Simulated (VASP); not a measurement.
Wanted: the native input for a VASP 6.6.1 run.

```yaml
Task: single point
Functional: PBE
Potentials_or_basis: VASP PAW PBE potentials, release 64 (Hg)
Cutoff: 520 eV
k_mesh: 4 × 4 × 4
Occupations: gaussian, width 0.42 eV
Spin: no spin polarisation
Dipole_correction: no
Further_INCAR_settings: ALGO = Normal; EDIFF = 1e-07; NBANDS = 12
```

The structure of Hg lies in POSCAR:

```
Hg
1.0
   -2.0696950000      2.0696950000      1.8022580000
    2.0696950000     -2.0696950000      1.8022580000
    2.0696950000      2.0696950000     -1.8022580000
Hg
1
Direct
    0.0000000000      0.0000000000      0.0000000000
```

These files were run (other wordings do the same):

INCAR

```
PREC = Accurate
ENCUT = 520
EDIFF = 1E-7
ISMEAR = 0
SIGMA = 0.42
LREAL = False
LASPH = True
NELM = 60
ALGO = Normal
ISIF = 2
LWAVE = False
LCHARG = True
GGA = PE
LELF = True
LVHAR = True
NBANDS = 12
```

KPOINTS

```
Automatic mesh
0
Gamma
  4 4 4
```

Potentials or basis: VASP PAW PBE potentials, release 64 (Hg).

Run with:

```console
$ cat potpaw_PBE.64/Hg/POTCAR > POTCAR
$ mpirun -np 1 vasp_std > vasp.out
```

It gave:

* Pressure: -0.1 GPa
* Band gap on the k mesh: zero (bands 6 and 7 overlap by 1.72 eV)

Caveat: the k points lie up to 0.58 Å⁻¹ apart, too coarse for converged energies and pressures of a metal; so wide a smearing shifts energies and pressures; spin-orbit coupling is left out, which moves the levels of the heavy elements.

It took 11 s on 1 thread of Intel Xeon 8259CL (shared host), peak memory 0.15 GiB.
